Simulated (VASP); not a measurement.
# Ge (Fd-3m) in VASP: a series of runs

Ge is run at these levels: r2SCAN; tasks: single point.

All numbers are computed with VASP 6.6.1; they aren't measurements. Logs are shortened: lines on timing, memory, paths and dates and some standing lists are left out, and cuts for length are marked.

## Step 1: The cell of the first run

It takes space group Fd-3m (No. 227, cubic). Conventional cell: a = 5.724 Å, b = 5.724 Å, c = 5.724 Å, α = 90.00°, β = 90.00°, γ = 90.00°. Ge (site symmetry -43m) has 4 Ge at 2.48 Å within 3.3 Å.

## Step 2: Single point, r2SCAN

Contents of POSCAR:

```
Ge
1.0
    0.0000000000      2.8620470762      2.8620470762
    2.8620470762      0.0000000000      2.8620470762
    2.8620470762      2.8620470762      0.0000000000
Ge
2
Direct
    0.0000000000      0.0000000000      0.0000000000
    0.2500000000      0.2500000000      0.2500000000
```

Contents of INCAR.step1:

```
SYSTEM = Ge
PREC = Accurate ; ENCUT = 520
ISMEAR = -1 ; SIGMA = 0.1
LREAL = .FALSE. ; LASPH = .TRUE.
NELM = 100 ; NBANDS = 21
GGA = PE ; ALGO = Normal
EDIFF = 1E-4 ; LWAVE = .TRUE.
LCHARG = .FALSE.
```

Contents of INCAR.step2:

```
SYSTEM = Ge
PREC = Accurate ; ENCUT = 520
EDIFF = 1E-6 ; ISMEAR = -1
SIGMA = 0.1 ; LREAL = .FALSE.
LASPH = .TRUE. ; NELM = 100
ALGO = Normal ; ISIF = 2
LWAVE = .FALSE. ; LCHARG = .TRUE.
METAGGA = R2SCAN ; LMIXTAU = .TRUE.
LELF = .TRUE. ; LVHAR = .TRUE.
NBANDS = 21 ; ISTART = 1
```

Contents of KPOINTS:

```
Automatic mesh
0
G
  10 10 10
  0 0 0
```

Potentials or basis: VASP PAW PBE potentials, release 64 (Ge_d).

Run with:

```
cat potpaw_PBE.64/Ge_d/POTCAR > POTCAR
cp INCAR.step1 INCAR
mpirun -np 1 vasp_std > vasp.out
cp INCAR.step2 INCAR
mpirun -np 1 vasp_std > vasp.out
```

OUTCAR:

```text
SYSTEM = Ge
   PREC = Accurate
   ENCUT = 520
   EDIFF = 1E-6
   ISMEAR = -1
   LREAL = .FALSE.
   LASPH = .TRUE.
   NELM = 100
   ISIF = 2
   METAGGA = R2SCAN
   ISTART = 1

 ion  position               nearest neighbor table
   1  0.000  0.000  0.000-   2 2.48   2 2.48   2 2.48   2 2.48
   2  0.250  0.250  0.250-   1 2.48   1 2.48   1 2.48   1 2.48

  LATTYP: Found a face centered cubic cell.
 ALAT       =     5.7240941524

  Lattice vectors:

 A1 = (   0.0000000000,   2.8620470762,   2.8620470762)
 A2 = (   2.8620470762,   0.0000000000,   2.8620470762)
 A3 = (   2.8620470762,   2.8620470762,   0.0000000000)

Analysis of symmetry for initial positions (statically):
=====================================================================
 Subroutine PRICEL returns:
 Original cell was already a primitive cell.

 Routine SETGRP: Setting up the symmetry group for a
 face centered cubic supercell.

 Subroutine GETGRP returns: Found 48 space group operations
 (whereof 24 operations were pure point group operations)
 out of a pool of 48 trial point group operations.

The static configuration has the point symmetry T_d .
 The point group associated with its full space group is O_h .

Analysis of symmetry for dynamics (positions and initial velocities):
=====================================================================
 Subroutine PRICEL returns:
 Original cell was already a primitive cell.

 Routine SETGRP: Setting up the symmetry group for a
 face centered cubic supercell.

 Subroutine GETGRP returns: Found 48 space group operations
 (whereof 24 operations were pure point group operations)
 out of a pool of 48 trial point group operations.

The dynamic configuration has the point symmetry T_d .
 The point group associated with its full space group is O_h .

 Subroutine INISYM returns: Found 48 space group operations
 (whereof 24 operations are pure point group operations),
 and found     1 'primitive' translations

----------------------------------------------------------------------------------------

                                     Primitive cell

  volume of cell :      46.8878

  direct lattice vectors                    reciprocal lattice vectors
     0.000000000  2.862047076  2.862047076    -0.174700131  0.174700131  0.174700131
     2.862047076  0.000000000  2.862047076     0.174700131 -0.174700131  0.174700131
     2.862047076  2.862047076  0.000000000     0.174700131  0.174700131 -0.174700131

  length of vectors
     4.047545791  4.047545791  4.047545791     0.302589504  0.302589504  0.302589504

  position of ions in fractional coordinates (direct lattice)
     0.000000000  0.000000000  0.000000000
     0.250000000  0.250000000  0.250000000

  ion indices of the primitive-cell ions
   primitive index   ion index
                 1           1
                 2           2

----------------------------------------------------------------------------------------

 KPOINTS: Automatic mesh

Automatic generation of k-mesh.
 Grid dimensions read from file:
 generate k-points for:   10   10   10

 Generating k-lattice:

  Cartesian coordinates                     Fractional coordinates (reciprocal lattice)
    -0.017470013  0.017470013  0.017470013     0.100000000  0.000000000  0.000000000
     0.017470013 -0.017470013  0.017470013     0.000000000  0.100000000  0.000000000
     0.017470013  0.017470013 -0.017470013     0.000000000  0.000000000  0.100000000

  Length of vectors
     0.030258950  0.030258950  0.030258950

  Shift w.r.t. Gamma in fractional coordinates (k-lattice)
     0.000000000  0.000000000  0.000000000

 Subroutine IBZKPT returns following result:
 ===========================================

 Found     47 irreducible k-points:

 Following reciprocal coordinates:
            Coordinates               Weight
  0.000000  0.000000  0.000000      1.000000
  0.100000  0.000000  0.000000      8.000000
  0.200000  0.000000  0.000000      8.000000
  0.300000  0.000000  0.000000      8.000000
  0.400000  0.000000  0.000000      8.000000
  0.500000  0.000000  0.000000      4.000000
[... 16 lines left out ...]
  0.300000  0.300000  0.000000      6.000000
  0.400000  0.300000  0.000000     24.000000
 [... further k-points ...]
   k-points           NKPTS =     47   k-points in BZ     NKDIM =     47   number of bands    NBANDS=     21
   number of dos      NEDOS =    301   number of ions     NIONS =      2
   total plane-waves  NPLWV =  27000
   dimension x,y,z NGX =    30 NGY =   30 NGZ =   30
   dimension x,y,z NGXF=    60 NGYF=   60 NGZF=   60
   ions per type =               2
   NGX,Y,Z   is equivalent  to a cutoff of  12.32, 12.32, 12.32 a.u.
   NGXF,Y,Z  is equivalent  to a cutoff of  24.64, 24.64, 24.64 a.u.
 SYSTEM =  Ge
   PREC   = accura    normal or accurate (medium, high low for compatibility)
   ISTART =      1    job   : 0-new  1-cont  2-samecut
   ICHARG =      0    charge: 1-file 2-atom 10-const
   ISPIN  =      1    spin polarized calculation?
   LNONCOLLINEAR =      F non collinear calculations
   LSORBIT =      F    spin-orbit coupling
   LASPH  =      T    aspherical Exc in radial PAW
   ENCUT  =  520.0 eV  38.22 Ry    6.18 a.u.   7.53  7.53  7.53*2*pi/ulx,y,z
   NELM   =    100;   NELMIN=  2; NELMDL=  0     # of ELM steps
   EDIFF  = 0.1E-05   stopping-criterion for ELM
   LREAL  =      F    real-space projection
   EDIFFG = 0.1E-04   stopping-criterion for IOM
   NSW    =      0    number of steps for IOM
   IBRION =     -1    ionic relax: 0-MD 1-quasi-New 2-CG
   NFREE  =      0    steps in history (QN), initial steepest desc. (CG)
   ISIF   =      2    stress and relaxation
   ISYM   =      2    0-nonsym 1-usesym 2-fastsym
   POTIM  = 0.5000    time-step for ionic-motion
   TEBEG  =    0.0;   TEEND  =   0.0 temperature during run
   PSTRESS=    0.0 pullay stress
   NELECT =      28.0000    total number of electrons
   NUPDOWN=      -1.0000    fix difference up-down
   EMIN   =  10.00;   EMAX   =-10.00  energy-range for DOS
   EFERMI =   0.00;   METHOD = LEGACY
   ISMEAR =    -1;   SIGMA  =   0.10  broadening in eV -4-tet -1-fermi 0-gaus
   EFERMI_NEDOS =   21; number of points for ismear=-14 and -15
   IALGO  =     38    algorithm
   IMIX   =      4    mixing-type and parameters
     AMIX     =   0.40;   BMIX     =  1.00
     AMIX_MAG =   1.60;   BMIX_MAG =  1.00
  volume/ion in A,a.u.               =      23.44       158.21
  Fermi-wavevector in a.u.,A,eV,Ry     =   1.378608  2.605191 25.858682  1.900560
  Thomas-Fermi vector in A             =   2.503654
   LORBIT       =      0    0 simple, 1 ext, 2 COOP (PROOUT), +10 PAW based schemes
   METAGGA = R2SCAN    functional components
   LHFCALC =     F    Hartree Fock is set to
   AEXX    =    0.0000 exact exchange contribution
   IVDW    =     0    specifies the selected vdW correction
   LEPSILON=     F    determine dielectric tensor
   LRPA    =     F    only Hartree local field effects (RPA)
 non-spin polarized calculation
  energy-cutoff  :      520.00
  volume of cell :       46.89
 maximum number of plane-waves:      1295
   NGX = 15   NGY = 15   NGZ = 15

 number of electron      27.9999993 magnetization

 Free energy of the ion-electron system (eV)
  ---------------------------------------------------
  ext. energy  EPLUGINS =         0.00000000
  ---------------------------------------------------
  free energy    TOTEN  =       -27.73726482 eV

  energy without entropy =      -27.73538057  energy(sigma->0) =      -27.73632269

 E-fermi :   4.5815     XC(G=0): -10.6382

 val. band max:        4.5338029466   @ k =   0.0000   0.0000   0.0000
 cond. band min:       4.7922936706   @ k =   0.5000   0.0000   0.0000
 fundamental gap:      0.2584907240
 Fermi energy:         4.5814801449

 k-point     1 :       0.0000    0.0000    0.0000
  band No.  band energies     occupation
      1     -20.9835      2.00000
      2     -20.9835      2.00000
      3     -20.9835      2.00000
      4     -20.9469      2.00000
      5     -20.9469      2.00000
      6     -20.7479      2.00000
[... 13 lines left out ...]
     20      14.3109      0.00000
     21      14.3109      0.00000

 k-point     2 :       0.1000    0.0000    0.0000
  band No.  band energies     occupation
      1     -20.9889      2.00000
      2     -20.9889      2.00000
      3     -20.9820      2.00000
      4     -20.9394      2.00000
      5     -20.9394      2.00000
      6     -20.7551      2.00000
[... 13 lines left out ...]
     20      13.6507      0.00000
     21      13.6507      0.00000

 k-point     3 :       0.2000    0.0000    0.0000
  band No.  band energies     occupation
      1     -20.9974      2.00000
      2     -20.9974      2.00000
      3     -20.9779      2.00000
      4     -20.9259      2.00000
      5     -20.9258      2.00000
      6     -20.7657      2.00000
[... 13 lines left out ...]
     20      13.1546      0.00000
     21      13.1546      0.00000

 k-point     4 :       0.3000    0.0000    0.0000
  band No.  band energies     occupation
      1     -21.0033      2.00000
      2     -21.0033      2.00000
      3     -20.9727      2.00000
      4     -20.9146      2.00000
      5     -20.9146      2.00000
      6     -20.7733      2.00000
[... 13 lines left out ...]
     20      13.5273      0.00000
     21      13.5273      0.00000

 k-point     5 :       0.4000    0.0000    0.0000
  band No.  band energies     occupation
      1     -21.0061      2.00000
      2     -21.0061      2.00000
      3     -20.9684      2.00000
      4     -20.9085      2.00000
      5     -20.9084      2.00000
      6     -20.7767      2.00000
[... 13 lines left out ...]
     20      14.7739      0.00000
     21      14.7739      0.00000
[... 382 lines left out ...]
     20      14.2118      0.00000
     21      16.3261      0.00000

 k-point    22 :      -0.2000    0.2000    0.0000
  band No.  band energies     occupation
      1     -21.0116      2.00000
      2     -21.0113      2.00000
      3     -20.9577      2.00000
      4     -20.9158      2.00000
      5     -20.8935      2.00000
      6     -20.7975      2.00000
[... 13 lines left out ...]
     20      14.7924      0.00000
     21      15.2849      0.00000

 k-point    23 :       0.3000    0.3000    0.0000
  band No.  band energies     occupation
      1     -21.0058      2.00000
      2     -21.0058      2.00000
      3     -20.9835      2.00000
      4     -20.9007      2.00000
      5     -20.8615      2.00000
      6     -20.8516      2.00000
[... 13 lines left out ...]
     20      15.8937      0.00000
     21      16.1465      0.00000

 k-point    24 :       0.4000    0.3000    0.0000
  band No.  band energies     occupation
      1     -21.0156      2.00000
      2     -21.0102      2.00000
      3     -20.9677      2.00000
      4     -20.8862      2.00000
      5     -20.8684      2.00000
      6     -20.8450      2.00000
[... 13 lines left out ...]
     20      16.5649      0.00000
     21      16.6611      0.00000

 [... further k-points ...]
[... 5 lines left out ...]
  --------------------------------------------------------------------------------------
  -------------------------------------------------------------------------------------
  Total       -0.4795241     -0.4795241     -0.4795241     -0.0000000      0.0000000      0.0000000
  in kB      -16.3855364    -16.3855364    -16.3855364     -0.0000000      0.0000000      0.0000000
  external PRESSURE =     -16.3855364 kB  Pullay stress =       0.0000000 kB

 VOLUME and BASIS-vectors are now :
 -----------------------------------------------------------------------------
  energy-cutoff  :      520.00
  volume of cell :       46.89
      direct lattice vectors                 reciprocal lattice vectors
     0.000000000  2.862047076  2.862047076    -0.174700131  0.174700131  0.174700131
     2.862047076  0.000000000  2.862047076     0.174700131 -0.174700131  0.174700131
     2.862047076  2.862047076  0.000000000     0.174700131  0.174700131 -0.174700131

 POSITION                                       TOTAL-FORCE (eV/Angst)
 -----------------------------------------------------------------------------------
      0.00000      0.00000      0.00000         0.000000      0.000000      0.000000
      1.43102      1.43102      1.43102        -0.000000     -0.000000     -0.000000
 -----------------------------------------------------------------------------------
    total drift:                                0.000000     -0.000000      0.000000

  FREE ENERGIE OF THE ION-ELECTRON SYSTEM (eV)
  ---------------------------------------------------
  free  energy   TOTEN  =       -27.7372648222 eV

  energy  without entropy=      -27.7353805677  energy(sigma->0) =      -27.73632269
```

Run time: 83 s. Hardware: 1 thread of AMD EPYC 9R45 (Zen 5), shared host; peak memory 0.15 GiB.

What came out:

| Quantity | Value |
| --- | --- |
| Free energy | -27.7373 eV |
| Pressure | -1.6 GPa |

Caveat: the PAW data sets were made with another functional, which shifts forces and pressure a little.

[end of part 1 of 2]
